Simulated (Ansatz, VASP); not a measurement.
# La2O3: VASP beside Ansatz

File INCAR:

```
  PREC = Accurate
  ENCUT = 520
  EDIFF = 1E-6
  ISMEAR = 1
  SIGMA = 0.1
  LREAL = F
  LASPH = T
  NELM = 60
  ALGO = Normal
  ISIF = 2
  LWAVE = F
  LCHARG = F
  GGA = PE
  NBANDS = 28
```

KPOINTS

```
regular mesh
0
Gamma
  4 4 2
```

File POSCAR:

```
La2O3
1.0
    3.8417057310      0.0293609014      0.0398733221
   -1.8954303781      3.4143204234     -0.0170315191
    0.0619963270      0.0052212688      5.8793582789
La O
2 3
Direct
    0.6651900000      0.3153500000      0.7641500000
    0.3094400000      0.6547100000      0.2508000000
    0.6331900000      0.3325100000      0.3454700000
    0.3551100000      0.6860800000      0.6438400000
    0.0044200000      0.0167600000      0.9826100000
```

Input for Ansatz:

```yaml
crystal:
  lattice:
    - [3.8417057309583, 0.029360901411200662, 0.039873322079678836]
    - [-1.8954303780790744, 3.414320423439259, -0.017031519145701574]
    - [0.06199632701923023, 0.005221268765065606, 5.879358278878913]
  atoms:
    - { symbol: La, position: [0.66519, 0.31535, 0.76415] }
    - { symbol: La, position: [0.30944, 0.65471, 0.2508] }
    - { symbol: O, position: [0.63319, 0.33251, 0.34547] }
    - { symbol: O, position: [0.35511, 0.68608, 0.64384] }
    - { symbol: O, position: [0.00442, 0.01676, 0.98261] }
basis:
  ecutwfc: 540.0
  xc_grid: 2
kpoints:
  mp_grid:
    grid: [4, 4, 2]
hamiltonian:
  xc: pbe
scf:
  convergence:
    dr2_threshold: 1.0e-09
  occupations:
    method: cold
output:
  forces: true
  stress: true
```

Alike in both runs: task single point; functional PBE; k mesh 4 × 4 × 2; no spin polarisation.

|  | VASP | Ansatz |
| --- | --- | --- |
| version | VASP 6.6.1 | Ansatz 0.2.0 |
| potentials or method | VASP PAW PBE potentials, release 64 (La, O), cutoff 520 eV | plane waves, PAW |
| occupations | methfessel-paxton of order 1, width 0.1 eV | cold |
| valence electrons in the cell | 40 | 40 |

|  | VASP | Ansatz | Ansatz less VASP |
| --- | --- | --- | --- |
| pressure (GPa) | 9.7 | 10.1 | +0.34 |
| traceless stress, the component that is largest in VASP (GPa) | -2.41 | -2.41 | +0.001 |
| rms of the force components (eV/Å) | 0.433 | 0.435 | +0.0017 |

Atom by atom the forces differ by 0.007 eV/Å (rms over components). Ansatz's warnings: stress scf threshold loose.

The k mesh is coarse, so the values compare programs but aren't converged. Spin-orbit coupling is off throughout.
